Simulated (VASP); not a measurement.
# Ti2S2O3 (R-3m) in VASP: single point with r2SCAN+U

Aim: the single point of Ti2S2O3 with r2SCAN+U.

Everything below comes from runs of VASP 6.6.1. Logs are shortened: lines on timing, memory, paths and dates and some standing lists are left out, and cuts for length are marked.

### 1 The cell of the first run

It takes space group R-3m (No. 166, trigonal). The conventional cell has a = 5.194 Å, b = 5.194 Å, c = 12.401 Å, α = 90.00°, β = 90.00°, γ = 120.00°. Within 2.3 Å of O (site symmetry 2/m) lie 2 Ti at 1.75 Å. Within 2.3 Å of Ti (site symmetry 3m) lie 3 O at 1.75 Å. S (site symmetry -3m) has 6 O at 2.55 Å and 8 Ti at 2.98 to 3.21 Å within 3.4 Å. S (site symmetry -3m) has 6 O at 2.60 Å and 8 Ti at 3.13 to 3.22 Å within 3.4 Å.

### 2 Single point, r2SCAN+U, collinear spin

Input file POSCAR:

```
Ti2S2O3
1.0
    2.5970505600      1.4994083400      4.1335297100
   -2.5970505600      1.4994083400      4.1335297100
    0.0000000000     -2.9988166900      4.1335297100
O Ti S
3 2 2
Direct
    0.0000000000      0.0000000000      0.5000000000
    0.5000000000      0.0000000000      0.0000000000
    0.0000000000      0.5000000000      0.0000000000
    0.2401300000      0.2401300000      0.2401300000
    0.7598700000      0.7598700000      0.7598700000
    0.0000000000      0.0000000000      0.0000000000
    0.5000000000      0.5000000000      0.5000000000
```

Input file INCAR.step1:

```
SYSTEM = Ti2S2O3
PREC = Accurate
ENCUT = 660
ISMEAR = -1
SIGMA = 0.0195
LREAL = .False.
LASPH = .True.
NELM = 200
ISPIN = 2
MAGMOM = 0 0 0 1 1 0 0
LMAXMIX = 4
LDAU = .True.
LDAUTYPE = 2
LDAUL = 1 2 -1
LDAUU = 6.4 4.79 0
LDAUJ = 0 0 0
ISYM = 0
NBANDS = 40
GGA = PE
ALGO = Normal
EDIFF = 1E-5
LWAVE = .True.
LCHARG = .False.
GGA_COMPAT = .False.
KPAR = 4
```

Input file INCAR.step2:

```
SYSTEM = Ti2S2O3
PREC = Accurate
ENCUT = 660
EDIFF = 1E-6
ISMEAR = -1
SIGMA = 0.0195
LREAL = .False.
LASPH = .True.
NELM = 200
ALGO = Normal
ISIF = 2
LWAVE = .False.
LCHARG = .False.
ISPIN = 2
MAGMOM = 0 0 0 1 1 0 0
LORBIT = 11
LMAXMIX = 4
LDAU = .True.
LDAUTYPE = 2
LDAUL = 1 2 -1
LDAUU = 6.4 4.79 0
LDAUJ = 0 0 0
LDAUPRINT = 1
METAGGA = R2SCAN
LMIXTAU = .True.
ISYM = 0
NBANDS = 40
ISTART = 1
GGA_COMPAT = .False.
KPAR = 4
```

Input file KPOINTS:

```
regular mesh
0
Gamma
  5 5 5
  0 0 0
```

Potentials or basis: VASP PAW PBE potentials, release 64 (O, Ti_sv, S).

Launch:

```
> cat potpaw_PBE.64/O/POTCAR potpaw_PBE.64/Ti_sv/POTCAR potpaw_PBE.64/S/POTCAR > POTCAR
> cp INCAR.step1 INCAR
> mpirun -np 4 vasp_std > vasp.out
> cp INCAR.step2 INCAR
> mpirun -np 4 vasp_std > vasp.out
```

OUTCAR:

```text
SYSTEM = Ti2S2O3
   PREC = Accurate
   ENCUT = 660
   EDIFF = 1E-6
   ISMEAR = -1
   LREAL = .False.
   LASPH = .True.
   NELM = 200
   ISIF = 2
   ISPIN = 2
   LORBIT = 11
   METAGGA = R2SCAN
   ISYM = 0
   ISTART = 1

 ion  position               nearest neighbor table
   1  0.000  0.000  0.500-   4 1.75   5 1.75
   2  0.500  0.000  0.000-   4 1.75   5 1.75
   3  0.000  0.500  0.000-   4 1.75   5 1.75
   4  0.240  0.240  0.240-   2 1.75   3 1.75   1 1.75
   5  0.760  0.760  0.760-   2 1.75   3 1.75   1 1.75
   6  0.000  0.000  0.000-
   7  0.500  0.500  0.500-

IMPORTANT INFORMATION: All symmetrisations will be switched off!
NOSYMM: (Re-)initialisation of all symmetry stuff for point group C_1.

----------------------------------------------------------------------------------------

                                     Primitive cell

  volume of cell :      96.5768

  direct lattice vectors                    reciprocal lattice vectors
     2.597050560  1.499408340  4.133529710     0.192526094  0.111154955  0.080641330
    -2.597050560  1.499408340  4.133529710    -0.192526094  0.111154955  0.080641330
     0.000000000 -2.998816690  4.133529710     0.000000000 -0.222309910  0.080641330

  length of vectors
     5.106756783  5.106756783  5.106757230     0.236484133  0.236484133  0.236484080

  position of ions in fractional coordinates (direct lattice)
     0.000000000  0.000000000  0.500000000
     0.500000000  1.000000000  0.000000000
     1.000000000  0.500000000  0.000000000
     0.240130000  0.240130000  0.240130000
     0.759870000  0.759870000  0.759870000
     0.000000000  0.000000000  0.000000000
     0.500000000  0.500000000  0.500000000

  ion indices of the primitive-cell ions
   primitive index   ion index
                 1           1
                 2           2
                 3           3
                 4           4
                 5           5
                 6           6
                 7           7

----------------------------------------------------------------------------------------

 KPOINTS: regular mesh

Automatic generation of k-mesh.
[... 169 lines left out ...]
  o =  0.2524  v =  0.0105 -0.7932 -0.0000 -0.0137  0.6087  0.0000  0.0000  0.0000  0.0000  0.0000      0.0000  0.0000  0.0000  0.0000  0.0000  0.0000  0.0000  0.0000  0.0000  0.0000
  o =  0.2524  v = -0.6087 -0.0137 -0.0000  0.7932  0.0105  0.0000  0.0000  0.0000  0.0000  0.0000      0.0000  0.0000  0.0000  0.0000  0.0000  0.0000  0.0000  0.0000  0.0000  0.0000
  o =  0.2681  v =  0.0000  0.0000  0.0000  0.0000  0.0000  0.0154 -0.8025  0.0000 -0.0207  0.5961      0.0000  0.0000  0.0000  0.0000  0.0000  0.0000  0.0000  0.0000  0.0000  0.0000
  o =  0.2681  v =  0.0000  0.0000  0.0000  0.0000  0.0000 -0.5961 -0.0207  0.0000  0.8025  0.0154      0.0000  0.0000  0.0000  0.0000  0.0000  0.0000  0.0000  0.0000  0.0000  0.0000

 number of electron      54.0000002 magnetization       0.8843439

 Free energy of the ion-electron system (eV)
  ---------------------------------------------------
  ext. energy  EPLUGINS =         0.00000000
  ---------------------------------------------------
  free energy    TOTEN  =       -45.75621393 eV

  energy without entropy =      -45.74995925  energy(sigma->0) =      -45.75308659

 E-fermi :   6.7436     XC(G=0): -11.3130

 val. band max:        6.7397434870   @ k =   0.2000   0.4000   0.2000
 cond. band min:       6.7549144522   @ k =  -0.2000   0.2000   0.2000
 fundamental gap:      0.0151709652
 Fermi energy:         6.7435820701

 spin component 1

 k-point     1 :       0.0000    0.0000    0.0000
  band No.  band energies     occupation
      1     -55.6712      1.00000
      2     -55.6617      1.00000
      3     -31.0174      1.00000
      4     -31.0174      1.00000
      5     -30.9226      1.00000
      6     -30.8976      1.00000
[... 2009 lines left out ...]
     38      10.5513      0.00000
     39      10.5603      0.00000

 [... further k-points ...]

 [bands above 39 left out]

------------------------ aborting loop because EDIFF is reached ----------------------------------------

  FORCE on cell =-STRESS in cart. coord.  units (eV):
  Direction    XX          YY          ZZ          XY          YZ          ZX
  --------------------------------------------------------------------------------------
  -------------------------------------------------------------------------------------
  Total       16.0843352     16.0843300     11.1909935     -0.0000016     -0.0000138      0.0000021
  in kB      266.8339327    266.8338465    185.6549727     -0.0000267     -0.0002284      0.0000352
  external PRESSURE =     239.7742506 kB  Pullay stress =       0.0000000 kB

 VOLUME and BASIS-vectors are now :
 -----------------------------------------------------------------------------
  energy-cutoff  :      660.00
  volume of cell :       96.58
      direct lattice vectors                 reciprocal lattice vectors
     2.597050560  1.499408340  4.133529710     0.192526094  0.111154955  0.080641330
    -2.597050560  1.499408340  4.133529710    -0.192526094  0.111154955  0.080641330
     0.000000000 -2.998816690  4.133529710     0.000000000 -0.222309910  0.080641330

 POSITION                                       TOTAL-FORCE (eV/Angst)
 -----------------------------------------------------------------------------------
      0.00000     -1.49941      2.06676         0.000003      0.000000     -0.000000
      1.29853      0.74970      2.06676        -0.000002      0.000003     -0.000000
     -1.29853      0.74970      2.06676        -0.000002     -0.000002     -0.000000
      0.00000     -0.00000      2.97775         0.000001     -0.000004      3.383467
      0.00000     -0.00000      9.42284        -0.000000      0.000004     -3.383465
      0.00000      0.00000      0.00000         0.000000      0.000000     -0.000000
      0.00000     -0.00000      6.20029        -0.000000      0.000000     -0.000000
 -----------------------------------------------------------------------------------
    total drift:                                0.000001     -0.000000      0.000003

  FREE ENERGIE OF THE ION-ELECTRON SYSTEM (eV)
  ---------------------------------------------------
  free  energy   TOTEN  =       -45.7562139262 eV

  energy  without entropy=      -45.7499592504  energy(sigma->0) =      -45.75308659

 total charge

# of ion       s       p       d       tot
------------------------------------------
    1        1.605   3.591   0.000   5.196
    2        1.605   3.591   0.000   5.196
    3        1.605   3.591   0.000   5.196
    4        2.254   6.266   1.799  10.319
    5        2.254   6.266   1.799  10.319
    6        1.395   2.226   0.000   3.622
    7        1.383   2.261   0.000   3.644
--------------------------------------------------
tot         12.101  27.794   3.597  43.492

 magnetization (x)

# of ion       s       p       d       tot
------------------------------------------
    1        0.004   0.139   0.000   0.143
    2        0.004   0.139   0.000   0.143
    3        0.004   0.139   0.000   0.143
    4       -0.005  -0.007  -0.127  -0.138
    5       -0.005  -0.007  -0.127  -0.138
    6       -0.004  -0.022   0.000  -0.026
    7        0.021   0.573   0.000   0.594
--------------------------------------------------
tot          0.021   0.953  -0.253   0.721
```

Run time: 12 min. Hardware: 4 MPI ranks of Intel Xeon 6975P-C (Granite Rapids), shared host; peak memory 0.79 GiB.

Results:

```
Free energy                                           : -45.7562 eV
Pressure                                              : 24.0 GPa
Largest force                                         : 3.383 eV/Å
Net moment                                            : 0.88 μB per cell
Site moments                                          : O +0.14; Ti -0.14; S -0.03, +0.59 μB
Valence electrons inside the program's atomic spheres : O 5.20; Ti 10.32; S 3.62, 3.64
```

Forces on the atoms (eV/Å):
```
O    0.000  0.000  0.000
O    0.000  0.000  0.000
O    0.000  0.000  0.000
Ti   0.000  0.000  3.383
Ti   0.000  0.000 -3.383
S    0.000  0.000  0.000
S    0.000  0.000  0.000
```

Levels at points of the mesh, in eV from the Fermi level:
Spin up:
```tsv
k point	band 25	band 26	band 27	band 28	band 29	band 30
(0.00, 0.00, 0.00)	-0.96	-0.23	-0.23	-0.04	-0.04	0.64
```
Spin down:
```
           k point  band 24  band 25  band 26  band 27  band 28  band 29  band 30  band 31
(0.00, 0.00, 0.00)    -0.71    -0.71    -0.20    -0.20     0.28     0.43     0.43     0.70
```

Eigenvalues of the final occupation matrices:
| site | spin | trace | eigenvalues |
| --- | --- | --- | --- |
| site 4 d | 1 | 0.85 | 0.11 0.11 0.12 0.25 0.25 |
| site 4 d | 2 | 0.98 | 0.14 0.14 0.16 0.27 0.27 |
| site 5 d | 1 | 0.85 | 0.11 0.11 0.12 0.25 0.25 |
| site 5 d | 2 | 0.98 | 0.14 0.14 0.16 0.27 0.27 |

Caveat: the cell stands under pressure; the PAW data sets were made with another functional, which shifts forces and pressure a little.
